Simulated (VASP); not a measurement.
# Au (P6_3/mmc) in VASP: further runs, part 2 of 2

VASP 6.6.1.

## (3) Relaxation of the atoms, PBE (17.42 Å³/atom)

This run uses another cell than the first one, of 17.42 Å³/atom.

Input file INCAR:

```
PREC = Accurate
ENCUT = 520
EDIFF = 1E-6
ISMEAR = -1
SIGMA = 0.05
LREAL = False
LASPH = True
NELM = 60
ALGO = Normal
ISIF = 2
LWAVE = False
LCHARG = False
GGA = PE
IBRION = 2
NSW = 80
EDIFFG = -0.02
```

Input file KPOINTS:

```
regular mesh
0
Gamma
  18 18 10
```

Input file POSCAR:

```
Au
1.0
    2.8805363263      0.0000000000      0.0000000000
   -1.4402681632      2.4946176351      0.0000000000
    0.0000000000      0.0000000000      4.8472473353
Au
2
Direct
    0.3333333333      0.6666666667      0.7500000000
    0.6666666667      0.3333333333      0.2500000000
```

Potentials or basis: VASP PAW PBE potentials, release 64 (Au).

On the command line:

```bash
cat potpaw_PBE.64/Au/POTCAR > POTCAR
mpirun -np 1 vasp_std > vasp.out
```

It took 64 s on 1 thread of Intel Xeon Platinum 8488C (Sapphire Rapids), shared host; peak memory 0.22 GiB.

Results (log left out):

- Free energy: -6.4097 eV
- Pressure after relaxing: 4.9 GPa
- Band gap on the k mesh: zero (bands 11 and 12 overlap by 6.83 eV)

Stress tensor (GPa, compression positive):
```
5.05 0.00 0.00
0.00 5.05 0.00
0.00 0.00 4.47
```

Final structure:
```
Au
1.0
     2.88054    0.00000    0.00000
    -1.44027    2.49462    0.00000
     0.00000    0.00000    4.84725
Au
2
Cartesian
  0.0000 1.6631 3.6354
  1.4403 0.8315 1.2118
```

Levels at points of the mesh, in eV from the Fermi level:
| k point | band 7 | band 8 | band 9 | band 10 | band 11 | band 12 | band 13 | band 14 | band 15 |
| --- | --- | --- | --- | --- | --- | --- | --- | --- | --- |
| (0.00, 0.00, 0.00) | -4.15 | -3.46 | -3.46 | -2.16 | -2.16 | -1.03 | 2.57 | 14.64 | 15.69 |
| (0.50, 0.00, 0.00) | -3.59 | -1.94 | -1.84 | -1.67 | 0.40 | 1.57 | 5.72 | 7.23 | 7.23 |
| (0.00, 0.00, 0.50) | -4.48 | -4.48 | -2.60 | -2.60 | -2.60 | -2.60 | 10.47 | 10.47 | 14.92 |
| (0.50, 0.00, 0.50) | -2.37 | -2.37 | -1.74 | -1.74 | 0.53 | 0.53 | 3.90 | 3.90 | 13.13 |

Caveat: spin-orbit coupling is left out, which moves the levels of the heavy elements.

## (4) Relaxation of the atoms, PBE (z stretched by +2 %)

Input file INCAR:

```
SYSTEM = Au
  PREC = Accurate
  ENCUT = 520
  EDIFF = 1E-7
  ISMEAR = -1
  SIGMA = 0.05
  LREAL = .FALSE.
  LASPH = .TRUE.
  NELM = 80
  ALGO = Normal
  ISIF = 2
  LWAVE = .FALSE.
  LCHARG = .FALSE.
  GGA = PE
  IBRION = 2
  NSW = 80
  EDIFFG = -0.02
```

Input file KPOINTS:

```
Automatic mesh
0
G
  18 18 10
  0 0 0
```

Input file POSCAR:

```
Au
1.0
    2.9000000000      0.0000000000      0.0000000000
   -1.4500000000      2.5114736710      0.0000000000
    0.0000000000      0.0000000000      4.9776000000
Au
2
Direct
    0.3333333333      0.6666666667      0.7500000000
    0.6666666667      0.3333333333      0.2500000000
```

On the command line:

```bash
cat potpaw_PBE.64/Au/POTCAR > POTCAR
mpirun -np 1 vasp_std > vasp.out
```

Run time: 96 s. Hardware: 1 thread of Oxide Virtual Turin-like, shared host; peak memory 0.21 GiB.

The run converged. Its results:

- Free energy: -6.4248 eV
- Pressure after relaxing: -0.8 GPa
- Band gap on the k mesh: zero (bands 11 and 12 overlap by 6.58 eV)

Stress tensor (GPa, compression positive):
```
-0.45  0.00  0.00
 0.00 -0.45  0.00
 0.00  0.00 -1.62
```

Final structure:
```xyz
2
Lattice="2.9000 0.0000 0.0000 -1.4500 2.5115 0.0000 0.0000 0.0000 4.9776" Properties=species:S:1:pos:R:3 pbc="T T T"
Au    0.0000    1.6743    3.7332
Au    1.4500    0.8372    1.2444
```

Levels at points of the mesh, in eV from the Fermi level:
```tsv
k point	band 9	band 10	band 11	band 12	band 13	band 14
(0.00, 0.00, 0.00)	-3.27	-2.14	-2.14	-0.99	2.13	14.74
(0.50, 0.00, 0.00)	-1.78	-1.64	0.43	1.55	5.46	6.82
(0.00, 0.00, 0.50)	-2.54	-2.54	-2.54	-2.54	9.76	9.76
(0.50, 0.00, 0.50)	-1.70	-1.70	0.61	0.61	3.71	3.71
```

Caveat: the cell differs from its parent crystal (z stretched by +2 %); spin-orbit coupling is left out, which moves the levels of the heavy elements.

## (5) Relaxation of the atoms, PBE (z stretched by -2 %)

Input file INCAR:

```
  PREC = Accurate
  ENCUT = 520
  EDIFF = 1E-6
  ISMEAR = -1
  SIGMA = 0.05
  LREAL = False
  LASPH = True
  NELM = 80
  ALGO = Normal
  ISIF = 2
  LWAVE = False
  LCHARG = False
  GGA = PE
  IBRION = 2
  NSW = 80
  EDIFFG = -0.02
```

Input file KPOINTS:

```
Automatic mesh
0
Gamma
  18 18 10
```

Changes to POSCAR since step 4:

```diff
@@ -4,3 +4,3 @@
    -1.4500000000      2.5114736710      0.0000000000
-    0.0000000000      0.0000000000      4.9776000000
+    0.0000000000      0.0000000000      4.7824000000
 Au
```

Potentials or basis: VASP PAW PBE potentials, release 64 (Au).

On the command line:

```bash
cat potpaw_PBE.64/Au/POTCAR > POTCAR
mpirun -np 1 vasp_std > vasp.out
```

OUTCAR:

```text
PREC = Accurate
   ENCUT = 520
   EDIFF = 1E-6
   ISMEAR = -1
   LREAL = False
   LASPH = True
   NELM = 80
   ISIF = 2
   GGA = PE
   IBRION = 2
   NSW = 80
   EDIFFG = -0.02

 ion  position               nearest neighbor table
   1  0.333  0.667  0.750-   2 2.92   2 2.92   2 2.92   2 2.92   2 2.92   2 2.92
   2  0.667  0.333  0.250-   1 2.92   1 2.92   1 2.92   1 2.92   1 2.92   1 2.92

  LATTYP: Found a hexagonal cell.
 ALAT       =     2.9000000000
 C/A-ratio  =     1.6491034483
[... 616 lines left out ...]
     10       7.1490      2.00000
     11       8.9399      1.83913
     12      11.8203      0.00000
     13      14.4695      0.00000
     14      16.4812      0.00000
     15      16.8751      0.00000

 [... further k-points ...]
[... 5 lines left out ...]
  --------------------------------------------------------------------------------------
  -------------------------------------------------------------------------------------
  Total        0.9682992      0.9682992      1.1709241      0.0000000      0.0000000      0.0000000
  in kB       44.5397368     44.5397368     53.8600577      0.0000000      0.0000000      0.0000000
  external PRESSURE =      47.6465104 kB  Pullay stress =       0.0000000 kB

 VOLUME and BASIS-vectors are now :
 -----------------------------------------------------------------------------
  energy-cutoff  :      520.00
  volume of cell :       34.83
      direct lattice vectors                 reciprocal lattice vectors
     2.900000000  0.000000000  0.000000000     0.344827586  0.199086300  0.000000000
    -1.450000000  2.511473671  0.000000000     0.000000000  0.398172599  0.000000000
     0.000000000  0.000000000  4.782400000     0.000000000  0.000000000  0.209100033

 POSITION                                       TOTAL-FORCE (eV/Angst)
 -----------------------------------------------------------------------------------
     -0.00000      1.67432      3.58680         0.000000     -0.000000      0.000000
      1.45000      0.83716      1.19560        -0.000000      0.000000      0.000000
 -----------------------------------------------------------------------------------
    total drift:                               -0.000000      0.000000     -0.000000

  FREE ENERGIE OF THE ION-ELECTRON SYSTEM (eV)
  ---------------------------------------------------
  free  energy   TOTEN  =        -6.4092359451 eV

  energy  without entropy=       -6.4026621415  energy(sigma->0) =       -6.40594904

 reached required accuracy - stopping structural energy minimisation
```

CONTCAR:

```text
Au
   1.00000000000000
     2.8999999999999999    0.0000000000000000    0.0000000000000000
    -1.4500000000000000    2.5114736710000001    0.0000000000000000
     0.0000000000000000    0.0000000000000000    4.7824000000000000
  Au
     2
Direct
     0.3333333332999970    0.6666666667000030    0.7500000000000000
     0.6666666667000030    0.3333333332999970    0.2500000000000000

  0.00000000E+00  0.00000000E+00  0.00000000E+00
  0.00000000E+00  0.00000000E+00  0.00000000E+00
```

It took 66 s on 1 thread of Oxide Virtual Turin-like, shared host; peak memory 0.2 GiB.

What came out:

- Free energy: -6.4092 eV
- Pressure after relaxing: 4.8 GPa
- Band gap on the k mesh: zero (bands 11 and 12 overlap by 6.79 eV)

Stress tensor (GPa, compression positive):
```
4.45 0.00 0.00
0.00 4.45 0.00
0.00 0.00 5.39
```

Final structure:
```
Au
1.0
     2.90000    0.00000    0.00000
    -1.45000    2.51147    0.00000
     0.00000    0.00000    4.78240
Au
2
Direct
  0.33333 0.66667 0.75000
  0.66667 0.33333 0.25000
```

Levels at points of the mesh, in eV from the Fermi level:
```csv
k point,band 7,band 8,band 9,band 10,band 11,band 12,band 13,band 14,band 15
"(0.00, 0.00, 0.00)",-4.09,-3.54,-3.54,-2.13,-2.13,-0.87,2.85,14.54,16.06
"(0.50, 0.00, 0.00)",-3.61,-1.89,-1.86,-1.69,0.36,1.48,5.87,7.36,7.37
"(0.00, 0.00, 0.50)",-4.48,-4.48,-2.58,-2.58,-2.58,-2.58,10.94,10.94,14.83
"(0.50, 0.00, 0.50)",-2.34,-2.34,-1.77,-1.77,0.53,0.53,3.87,3.87,13.45
```

Caveat: the cell differs from its parent crystal (z stretched by -2 %); spin-orbit coupling is left out, which moves the levels of the heavy elements.

## (6) Relaxation of the atoms, PBE (z stretched by -3 %)

Input file INCAR:

```
PREC = Accurate
ENCUT = 520
EDIFF = 1E-6
ISMEAR = -1
SIGMA = 0.05
LREAL = False
LASPH = True
NELM = 100
ALGO = Normal
ISIF = 2
LWAVE = False
LCHARG = False
GGA = PE
IBRION = 2
NSW = 80
EDIFFG = -0.02
```

KPOINTS is that of step 5.

Changes to POSCAR since step 5:

```diff
@@ -4,3 +4,3 @@
    -1.4500000000      2.5114736710      0.0000000000
-    0.0000000000      0.0000000000      4.7824000000
+    0.0000000000      0.0000000000      4.7336000000
 Au
```

Potentials or basis: VASP PAW PBE potentials, release 64 (Au).

On the command line:

```bash
cat potpaw_PBE.64/Au/POTCAR > POTCAR
mpirun -np 1 vasp_std > vasp.out
```

It took 48 s on 1 thread of Oxide Virtual Turin-like, shared host; peak memory 0.19 GiB.

It converged, with:

- Free energy: -6.3943 eV
- Pressure after relaxing: 6.5 GPa
- Band gap on the k mesh: zero (bands 11 and 12 overlap by 6.85 eV)

Stress tensor (GPa, compression positive):
```
5.87 0.00 0.00
0.00 5.87 0.00
0.00 0.00 7.85
```

Final structure:
```xyz
2
Lattice="2.9000 0.0000 0.0000 -1.4500 2.5115 0.0000 0.0000 0.0000 4.7336" Properties=species:S:1:pos:R:3 pbc="T T T"
Au    0.0000    1.6743    3.5502
Au    1.4500    0.8372    1.1834
```

Levels at points of the mesh, in eV from the Fermi level:
```tsv
k point	band 8	band 9	band 10	band 11	band 12	band 13	band 14	band 15
(0.00, 0.00, 0.00)	-3.61	-3.61	-2.12	-2.12	-0.83	3.05	14.50	16.25
(0.50, 0.00, 0.00)	-1.92	-1.82	-1.70	0.35	1.47	5.99	7.48	7.51
(0.00, 0.00, 0.50)	-4.52	-2.58	-2.58	-2.58	-2.58	11.26	11.26	14.79
(0.50, 0.00, 0.50)	-2.34	-1.79	-1.79	0.51	0.51	3.91	3.91	13.49
```

Caveat: the cell differs from its parent crystal (z stretched by -3 %); spin-orbit coupling is left out, which moves the levels of the heavy elements.

## (7) Summary

| cell | gap on the mesh (eV) | pressure (GPa) |
| --- | --- | --- |
| atoms relaxed from a = 2.861, b = 2.861, c = 4.814 Å, angles 90.0, 90.0, 120.0°, 2 atoms | none | 8.4 |
| atoms relaxed from a = 2.881, b = 2.881, c = 4.847 Å, angles 90.0, 90.0, 120.0°, 2 atoms | none | 4.9 |
| atoms relaxed from a = 2.900, b = 2.900, c = 4.978 Å, angles 90.0, 90.0, 120.0°, 2 atoms | none | -0.8 |
| atoms relaxed from a = 2.900, b = 2.900, c = 4.782 Å, angles 90.0, 90.0, 120.0°, 2 atoms | none | 4.8 |
| atoms relaxed from a = 2.900, b = 2.900, c = 4.734 Å, angles 90.0, 90.0, 120.0°, 2 atoms | none | 6.5 |

Alike in all rows: task relaxation of the atoms; level PBE; potentials or basis VASP PAW PBE potentials, release 64 (Au); no spin polarisation; k mesh 18 × 18 × 10; cutoff (eV) 520; smearing fermi-dirac 0.05 eV.

Caveats: spin-orbit coupling is left out, which moves the levels of the heavy elements.

Total energies depend on the potentials used, so only differences within one code and one set of settings carry meaning.
